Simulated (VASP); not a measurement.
A run of VASP 6.6.1:

INCAR

```
SYSTEM = SnO2
PREC = Accurate
ENCUT = 520
EDIFF = 1E-7
ISMEAR = 0
SIGMA = 0.05
LREAL = .False.
LASPH = .True.
NELM = 100
ALGO = Normal
ISIF = 2
LWAVE = .False.
LCHARG = .False.
GGA = CA
NBANDS = 64
```

Contents of KPOINTS:

```
Automatic mesh
0
Gamma
  6 6 6
  0 0 0
```

File POSCAR:

```
SnO2
1.0
   -3.2078313831     -1.8520423126      4.0813809037
    3.2078313831     -1.8520423126      4.0813809037
    0.0000000000      3.7040846251      4.0813809037
Sn O
4 8
Direct
    0.5000000000      0.5000000000      0.5000000000
    1.0000000000      1.0000000000      0.5000000000
    1.0000000000      0.5000000000      0.0000000000
    0.5000000000      1.0000000000      0.0000000000
    0.2479102133      0.2479102133      0.2479102133
    0.7451905456      0.7451905456      0.2451905456
    0.7451905456      0.2451905456      0.7451905456
    0.2451905456      0.7451905456      0.7451905456
    0.7548094544      0.7548094544      0.7548094544
    0.2548094544      0.2548094544      0.7548094544
    0.2548094544      0.7548094544      0.2548094544
    0.7548094544      0.2548094544      0.2548094544
```

Potentials or basis: VASP PAW LDA potentials, release 64 (Sn_d, O).

The run is started by

```sh
$ cat potpaw_LDA.64/Sn_d/POTCAR potpaw_LDA.64/O/POTCAR > POTCAR
$ mpirun -np 1 vasp_std > vasp.out
```

Hardware: 1 thread of Intel(R) Xeon(R) Platinum 8259CL CPU @ 2.50GHz (Skylake/Cascade Lake), with other jobs on the host.

How long does it take, and how much memory?

Wall time 5.3 min on 1 thread of Intel(R) Xeon(R) Platinum 8259CL CPU @ 2.50GHz (Skylake/Cascade Lake), with other jobs on the host, peak memory 0.34 GiB. Counts: scf iterations 16, k points 32.
